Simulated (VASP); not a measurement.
The system is SiO2, a slab with vacuum.

```xyz
24
Lattice="5.1231 0.0000 0.0000 0.1908 5.1195 0.0000 0.0000 0.0000 28.5637" Properties=species:S:1:pos:R:3 pbc="T T T"
O     4.2600    4.8840    7.5000
O     2.3823    1.5154    8.6231
O     2.4777    4.0751    9.2772
O     4.1646    2.3242   10.4003
O     1.6031    2.3242   11.0544
O     5.0393    4.0751   12.1776
O     4.9438    1.5154   12.8317
O     1.6985    4.8840   13.9548
O     4.2600    4.8840   14.6089
O     2.3823    1.5154   15.7320
O     2.4777    4.0751   16.3861
O     4.1646    2.3242   17.5092
O     1.6031    2.3242   18.1633
O     5.0393    4.0751   19.2864
O     4.9438    1.5154   19.9405
O     1.6985    4.8840   21.0637
Si    2.5615    0.0000    8.0616
Si    2.6569    2.5597    9.8388
Si    0.0954    2.5597   11.6160
Si    0.0000    0.0000   13.3932
Si    2.5615    0.0000   15.1704
Si    2.6569    2.5597   16.9477
Si    0.0954    2.5597   18.7249
Si    0.0000    0.0000   20.5021
```

Base run:

* Program: VASP 6.6.1
* Functional: PBE
* Potentials or basis: VASP PAW PBE potentials, release 64 (O, Si)
* Cutoff: 520 eV
* k mesh: 5 × 5 × 1
* Occupations: gaussian, width 0.05 eV
* Spin: no spin polarisation

Its results: band gap on the k mesh 1.19 eV (least direct gap 1.22 eV); largest force 5.404 eV/Å.

Q: The run is repeated on the same cell with these changes: further incar settings from LREAL = Auto; ALGO = Normal; EDIFF = 1e-06; NBANDS = 82 to LREAL = Auto; ALGO = Normal; EDIFF = 1e-06; NBANDS = 82; EFIELD = -0.1. What comes out?

A: Band gap on the k mesh 0.61 eV (least direct gap 0.65 eV); largest force 5.411 eV/Å.

A k mesh can miss the band edges.
